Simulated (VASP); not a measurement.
Wanted: the native input for a VASP 6.6.1 run.

| Property | Result |
| --- | --- |
| Task | single point |
| Functional | PBEsol |
| Potentials or basis | VASP PAW PBE potentials, release 64 (Co, Sn_d) |
| Cutoff | 520 eV |
| k mesh | 8 × 8 × 8 |
| Occupations | gaussian, width 0.1 eV |
| Spin | no spin polarisation |
| Dipole correction | no |
| Further INCAR settings | ALGO = Fast; EDIFF = 1e-06; NBANDS = 46 |

The structure of CoSn2 lies in POSCAR:

```
CoSn2
1.0
   -3.1397850743      3.1397850743      2.6987583025
    3.1397850743     -3.1397850743      2.6987583025
    3.1397850743      3.1397850743     -2.6987583025
Co Sn
2 4
Direct
    0.2500000000      0.2500000000      0.0000000000
    0.7500000000      0.7500000000      0.0000000000
    0.6663276329      0.1663276329      0.8326552658
    0.1663276329      0.3336723671      0.5000000000
    0.3336723671      0.8336723671      0.1673447342
    0.8336723671      0.6663276329      0.5000000000
```

These files were run (other wordings do the same):

INCAR

```
SYSTEM = CoSn2
PREC = Accurate
ENCUT = 520
EDIFF = 1E-6
ISMEAR = 0
SIGMA = 0.1
LREAL = .FALSE.
LASPH = .TRUE.
NELM = 80
ALGO = Fast
ISIF = 2
LWAVE = .FALSE.
LCHARG = .FALSE.
GGA = PS
NBANDS = 46
```

KPOINTS

```
Automatic mesh
0
G
  8 8 8
  0 0 0
```

Potentials or basis: VASP PAW PBE potentials, release 64 (Co, Sn_d).

The run is started by

```console
$ cat potpaw_PBE.64/Co/POTCAR potpaw_PBE.64/Sn_d/POTCAR > POTCAR
$ mpirun -np 1 vasp_std > vasp.out
```

It gave:

* Pressure: 0.0 GPa
* Largest force: 0.004 eV/Å
* Band gap on the k mesh: zero (bands 37 and 38 overlap by 1.65 eV)

Caveat: the PAW data sets were made with another functional, which shifts forces and pressure a little; spin-orbit coupling is left out, which moves the levels of the heavy elements; the run has no spin polarisation, though such a crystal can be magnetic.

Wall time 3.8 min on 1 thread of AMD EPYC 9R45 96-Core Processor (Zen 5), with other jobs on the host, peak memory 0.36 GiB.
